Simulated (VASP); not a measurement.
# Ir (P6_3/mmc) in VASP: notebook, part 2 of 2

VASP 6.6.1. The steps go on from the part before.

**4. Single point, r2SCAN**

This run uses another cell than the first one, of 14.28 Å³/atom.

File POSCAR:

```
Ir
1.0
    2.7290915488      0.0000000000      0.0000000000
   -1.3645457744      2.3634626105      0.0000000000
    0.0000000000      0.0000000000      4.4276445722
Ir
2
Direct
    0.3333333333      0.6666666667      0.2500000000
    0.6666666667      0.3333333333      0.7500000000
```

File INCAR.step1:

```
SYSTEM = Ir
  PREC = Accurate
  ENCUT = 550
  ISMEAR = -1
  SIGMA = 0.1
  LREAL = .False.
  LASPH = .True.
  NELM = 120
  NBANDS = 16
  GGA = PE
  ALGO = Normal
  EDIFF = 1E-5
  LWAVE = .True.
  LCHARG = .False.
  GGA_COMPAT = .False.
```

File INCAR.step2:

```
SYSTEM = Ir
  PREC = Accurate
  ENCUT = 550
  EDIFF = 1E-6
  ISMEAR = -1
  SIGMA = 0.1
  LREAL = .False.
  LASPH = .True.
  NELM = 120
  ALGO = Normal
  ISIF = 2
  LWAVE = .False.
  LCHARG = .False.
  METAGGA = R2SCAN
  LMIXTAU = .True.
  NBANDS = 16
  ISTART = 1
  GGA_COMPAT = .False.
```

File KPOINTS:

```
regular mesh
0
Gamma
  7 7 4
  0 0 0
```

Potentials or basis: VASP PAW PBE potentials, release 64 (Ir).

Command:

```bash
> cat potpaw_PBE.64/Ir/POTCAR > POTCAR
> cp INCAR.step1 INCAR
> mpirun -np 1 vasp_std > vasp.out
> cp INCAR.step2 INCAR
> mpirun -np 1 vasp_std > vasp.out
```

OUTCAR:

```text
SYSTEM = Ir
   PREC = Accurate
   ENCUT = 550
   EDIFF = 1E-6
   ISMEAR = -1
   LREAL = .False.
   LASPH = .True.
   NELM = 120
   ISIF = 2
   METAGGA = R2SCAN
   ISTART = 1

 ion  position               nearest neighbor table
   1  0.333  0.667  0.250-   2 2.72   2 2.72   2 2.72   2 2.72   2 2.72   2 2.72
   2  0.667  0.333  0.750-   1 2.72   1 2.72   1 2.72   1 2.72   1 2.72   1 2.72

  LATTYP: Found a hexagonal cell.
 ALAT       =     2.7290915488
 C/A-ratio  =     1.6223877041

  Lattice vectors:

 A1 = (   2.7290915488,   0.0000000000,   0.0000000000)
 A2 = (  -1.3645457744,   2.3634626105,   0.0000000000)
 A3 = (   0.0000000000,   0.0000000000,   4.4276445722)

Analysis of symmetry for initial positions (statically):
=====================================================================
 Subroutine PRICEL returns:
 Original cell was already a primitive cell.

 Routine SETGRP: Setting up the symmetry group for a
 hexagonal supercell.

 Subroutine GETGRP returns: Found 24 space group operations
 (whereof 12 operations were pure point group operations)
[... 162 lines left out ...]

  energy without entropy =     -104.65234602  energy(sigma->0) =     -104.67214653

 E-fermi :  10.1990     XC(G=0): -15.2715

 val. band max:        9.9865328328   @ k =   0.1429   0.0000   0.5000
 cond. band min:      10.2806160425   @ k =   0.2857   0.1429   0.0000
 fundamental gap:      0.2940832097
 Fermi energy:        10.1990187271

 k-point     1 :       0.0000    0.0000    0.0000
  band No.  band energies     occupation
      1      -1.4162      2.00000
      2       1.7134      2.00000
      3       6.1109      2.00000
      4       6.1850      2.00000
      5       6.1850      2.00000
      6       6.8532      2.00000
[... 433 lines left out ...]
      3       4.7607      2.00000
      4       4.7607      2.00000
      5       5.8258      2.00000
      6       5.8258      2.00000
[... 8 lines left out ...]
     15      21.6637      0.00000
     16      21.6637      0.00000

------------------------ aborting loop because EDIFF is reached ----------------------------------------

  FORCE on cell =-STRESS in cart. coord.  units (eV):
  Direction    XX          YY          ZZ          XY          YZ          ZX
  --------------------------------------------------------------------------------------
  -------------------------------------------------------------------------------------
  Total       -0.1445488     -0.1445488      0.8804987     -0.0000000      0.0000000     -0.0000000
  in kB       -8.1093389     -8.1093389     49.3969030     -0.0000000      0.0000000     -0.0000000
  external PRESSURE =      11.0594084 kB  Pullay stress =       0.0000000 kB

 VOLUME and BASIS-vectors are now :
 -----------------------------------------------------------------------------
  energy-cutoff  :      550.00
  volume of cell :       28.56
      direct lattice vectors                 reciprocal lattice vectors
     2.729091549  0.000000000  0.000000000     0.366422299  0.211554013  0.000000000
    -1.364545774  2.363462611  0.000000000     0.000000000  0.423108026  0.000000000
     0.000000000  0.000000000  4.427644572     0.000000000  0.000000000  0.225853721

 POSITION                                       TOTAL-FORCE (eV/Angst)
 -----------------------------------------------------------------------------------
     -0.00000      1.57564      1.10691        -0.000000      0.000000      0.000000
      1.36455      0.78782      3.32073         0.000000     -0.000000      0.000000
 -----------------------------------------------------------------------------------
    total drift:                               -0.000000      0.000000     -0.000000

  FREE ENERGIE OF THE ION-ELECTRON SYSTEM (eV)
  ---------------------------------------------------
  free  energy   TOTEN  =      -104.6919470479 eV

  energy  without entropy=     -104.6523460174  energy(sigma->0) =     -104.67214653
```

OSZICAR.step1:

```text
N       E                     dE             d eps       ncg     rms          rms(c)
DAV:   1     0.147573228606E+03    0.14757E+03   -0.87086E+03   768   0.118E+03
DAV:   2    -0.151774673600E+02   -0.16275E+03   -0.14660E+03   768   0.316E+02
DAV:   3    -0.187147345265E+02   -0.35373E+01   -0.35004E+01  1056   0.554E+01
DAV:   4    -0.187538509794E+02   -0.39116E-01   -0.39109E-01   880   0.489E+00
DAV:   5    -0.187549267075E+02   -0.10757E-02   -0.10757E-02  1072   0.848E-01    0.214E+01
DAV:   6    -0.178549210611E+02    0.90001E+00   -0.10996E+00   920   0.137E+01    0.886E+00
DAV:   7    -0.176818317754E+02    0.17309E+00   -0.36471E-01   992   0.746E+00    0.201E+00
DAV:   8    -0.176741183316E+02    0.77134E-02   -0.53719E-03   872   0.653E-01    0.108E+00
DAV:   9    -0.176698773358E+02    0.42410E-02   -0.45241E-03   984   0.844E-01    0.205E-02
DAV:  10    -0.176698859741E+02   -0.86383E-05   -0.26793E-05   984   0.441E-02
   1 F= -.17669886E+02 E0= -.17648744E+02  d E =-.422848E-01
```

Wall time 21 s (1 thread of Intel Xeon 6975P-C (Granite Rapids), shared host); peak memory 0.17 GiB.

Results:

* Free energy: -104.6919 eV
* Pressure: 1.1 GPa
* Band gap on the k mesh: zero (bands 9 and 10 overlap by 3.20 eV)

Levels at points of the mesh, in eV from the Fermi level:
| k point | band 7 | band 8 | band 9 | band 10 | band 11 | band 12 |
| --- | --- | --- | --- | --- | --- | --- |
| (0.00, 0.00, 0.00) | -3.35 | -2.50 | -2.50 | -0.81 | 0.23 | 0.23 |
| (0.00, 0.00, 0.50) | -4.14 | -4.14 | -0.55 | -0.55 | -0.55 | -0.55 |

Caveat: the k points lie up to 0.38 Å⁻¹ apart, too coarse for converged energies and pressures of a metal; the PAW data sets were made with another functional, which shifts forces and pressure a little; spin-orbit coupling is left out, which moves the levels of the heavy elements.

**5. Overview**

| task | spin | cell | k mesh | cutoff (eV) | gap on the mesh (eV) | pressure (GPa) |
| --- | --- | --- | --- | --- | --- | --- |
| relaxation of cell and atoms | off | relaxed from a = 2.715, b = 2.715, c = 4.433 Å, angles 90.0, 90.0, 120.0°, 2 atoms | 13 × 13 × 7 | 600 | none | 0.0 |
| single point | non-collinear, zero start, SOC | a = 2.729, b = 2.729, c = 4.428 Å, angles 90.0, 90.0, 120.0°, 2 atoms | 13 × 13 × 7 | 520 | - | 3.6 |
| single point | off | a = 2.729, b = 2.729, c = 4.428 Å, angles 90.0, 90.0, 120.0°, 2 atoms | 7 × 7 × 4 | 550 | none | 1.1 |

Alike in all rows: level r2SCAN; potentials or basis VASP PAW PBE potentials, release 64 (Ir); smearing fermi-dirac 0.1 eV.

Caveats: some runs use coarse meshes; the PAW data sets were made with another functional, which shifts forces and pressure a little; spin-orbit coupling is left out, which moves the levels of the heavy elements (at least some runs); the cell stands under pressure (at least some runs).

Total energies depend on the potentials used, so only differences within one code and one set of settings carry meaning.
